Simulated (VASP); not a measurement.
Set up this calculation in VASP 6.6.1, as the native input.

```
Task                   : single point
Functional             : LDA
Potentials or basis    : VASP PAW LDA potentials, release 64 (Ru_pv, C)
Cutoff                 : 520 eV
k mesh                 : 10 × 6 × 1
Occupations            : gaussian, width 0.1 eV
Spin                   : no spin polarisation
Dipole correction      : yes
Further INCAR settings : ALGO = Normal; EDIFF = 1e-06; NBANDS = 53
```

The structure of Ru6C lies in POSCAR:

```
Ru6C
1.0
    2.6740588497      0.0000000000      0.0000000000
    0.0000000000      4.2267609849      0.0000000000
    0.0000000000      0.0000000000     20.7512332531
Ru C
6 1
Direct
    0.0000000000      0.7500000000      0.1927596279
    0.5000000000      0.2500000000      0.2299590699
    0.5000000000      0.7500000000      0.3043579540
    0.0000000000      0.2500000000      0.3397181852
    0.0000000000      0.7500000000      0.4149217975
    0.5000000000      0.2500000000      0.4458160698
    0.6666666667      0.3500000000      0.5224839109
```

These files were run (other wordings do the same):

INCAR

```
SYSTEM = Ru6C
ALGO = Normal
DIPOL = 0.5 0.5 0.350
EDIFF = 1E-6
ENCUT = 520
IDIPOL = 3
ISIF = 2
ISMEAR = 0
LASPH = .True.
LCHARG = .True.
LDIPOL = .True.
LELF = .True.
LREAL = .False.
LVACPOTAV = .True.
LVHAR = .True.
LWAVE = .False.
NBANDS = 53
NELM = 100
PREC = Accurate
SIGMA = 0.1
```

KPOINTS

```
k-points
0
Gamma
  10 6 1
  0 0 0
```

Potentials or basis: VASP PAW LDA potentials, release 64 (Ru_pv, C).

The run is started by

```sh
$ cat potpaw_LDA.64/Ru_pv/POTCAR potpaw_LDA.64/C/POTCAR > POTCAR
$ mpirun -np 1 vasp_std > vasp.out
```

It gave:

```yaml
Largest_force: 1.932 eV/Å
Band_gap_on_the_k_mesh: zero (bands 44 and 45 overlap by 1.36 eV)
```

Wall time 8.2 min on 1 thread of Intel(R) Xeon(R) 6975P-C (Granite Rapids), with other jobs on the host, peak memory 0.44 GiB.
